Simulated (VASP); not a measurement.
Wanted: the native input for a VASP 6.6.1 run.

```
Task                   : relaxation of cell and atoms
Functional             : PBE
Potentials or basis    : VASP PAW PBE potentials, release 64 (Ti_sv, Si)
Cutoff                 : 600 eV
k mesh                 : 4 × 4 × 4
Occupations            : gaussian, width 0.1 eV
Spin                   : no spin polarisation
Dipole correction      : no
Further INCAR settings : ALGO = Normal; EDIFF = 1e-07; IBRION = 2; EDIFFG = -0.04; NSW = 90; ISIF = 3
```

The structure of TiSi2 lies in POSCAR:

```
TiSi2
1.0
    4.2436258100      0.0000000000      0.0000000000
    0.0000000000      4.2436258100      0.0000000000
    0.0000000000      0.0000000000      6.0069598100
Ti Si
2 4
Direct
    0.0000000000      0.5000000000      0.7857397200
    0.5000000000      0.0000000000      0.7857397200
    0.0000000000      0.5000000000      0.1519894300
    0.5000000000      0.0000000000      0.1519894300
    0.0000000000      0.0000000000      0.1378132400
    0.5000000000      0.5000000000      0.7783086000
```

The cell was built from a structure type or drawn by symmetry, and may not be a known phase.

These files were run (other wordings do the same):

INCAR

```
PREC = Accurate ; ENCUT = 600
EDIFF = 1E-7 ; ISMEAR = 0
SIGMA = 0.1 ; LREAL = False
LASPH = True ; NELM = 80
ALGO = Normal ; ISIF = 3
LWAVE = False ; LCHARG = False
GGA = PE ; IBRION = 2
NSW = 90 ; EDIFFG = -0.04
```

KPOINTS

```
Automatic mesh
0
Gamma
  4 4 4
```

Potentials or basis: VASP PAW PBE potentials, release 64 (Ti_sv, Si).

The run is started by

```console
$ cat potpaw_PBE.64/Ti_sv/POTCAR potpaw_PBE.64/Si/POTCAR > POTCAR
$ mpirun -np 1 vasp_std > vasp.out
```

Results of the run:

```yaml
Relaxed_volume: 17.79 Å³/atom
Relaxed_cell: a = 4.559 Å, b = 4.559 Å, c = 5.135 Å, α = 90.00°, β = 90.00°, γ = 90.00°
Space_group_after_relaxing_to_0.1_Å: P4mm (No. 99)
Energy_gained_by_relaxing: 1444.6 meV/atom
Ionic_steps: 40
Pressure_after_relaxing: 0.1 GPa
Largest_force_after_relaxing: 0.032 eV/Å
Band_gap_on_the_k_mesh: zero (bands 20 and 21 overlap by 0.58 eV)
```

Caveat: the k points lie up to 0.34 Å⁻¹ apart in the final cell, too coarse for converged energies and pressures of a metal.

Run time: 37 min on 1 thread of Intel(R) Xeon(R) Platinum 8488C (Sapphire Rapids), with other jobs on the host, peak memory 0.28 GiB.
